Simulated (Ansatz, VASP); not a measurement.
NaI: VASP beside Ansatz

```
Na I
1.0
     0.00000    3.23640    3.23640
     3.23640    0.00000    3.23640
     3.23640    3.23640    0.00000
Na I
1 1
Direct
  0.00000 0.00000 0.00000
  0.50000 0.50000 0.50000
```

Alike in both runs: task electric field gradients; functional PBE; k mesh 7 × 7 × 7; occupations fermi-dirac, width 0.01 eV; non-collinear spin, spin-orbit coupling.

|  | VASP | Ansatz |
| --- | --- | --- |
| version | VASP 6.6.1 | Ansatz 0.2.0 |
| potentials or method | VASP PAW PBE potentials, release 64 (Na_pv, I) | PAW with Ansatz's default frozen-core files, fully relativistic files with spin-orbit coupling |
| plane-wave cutoff (eV) | 520 | 420 |
| valence electrons in the cell | 14 | 26 |

Ansatz gave:

- pressure (GPa): 0.4
- net moment per atom (μB): 0.00

**Question.** Estimate VASP's values.

**Answer.** Pressure (GPa): 0.5; net moment per atom (μB): 0.00.

VASP's potentials hold 14 valence electrons a cell and Ansatz's 26, so a difference there can come from the potentials and not from the codes.
